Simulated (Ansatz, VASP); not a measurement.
# One calculation of Na, two programs

```
Na
1.0
    -2.10329    2.10329    2.10329
     2.10329   -2.10329    2.10329
     2.10329    2.10329   -2.10329
Na
1
Direct
  0.00000 0.00000 0.00000
```

Change from the starting cell: volume scaled by 0.98.

Alike in both runs: task single point; functional PBE; k mesh 12 × 12 × 12; occupations fermi-dirac, width 0.05 eV; no spin polarisation.

|  | VASP | Ansatz |
| --- | --- | --- |
| version | VASP 6.6.1 | Ansatz 0.2.0 |
| potentials or method | VASP PAW PBE potentials, release 64 (Na_pv), cutoff 520 eV | all-electron LAPW, scalar-relativistic |

Ansatz gave:

| Quantity | Value |
| --- | --- |
| pressure (GPa) | 0.0 |

Question: Estimate VASP's values.

Answer: Pressure (GPa): -0.1.

Ansatz ran all-electron here, and VASP with PAW potentials.
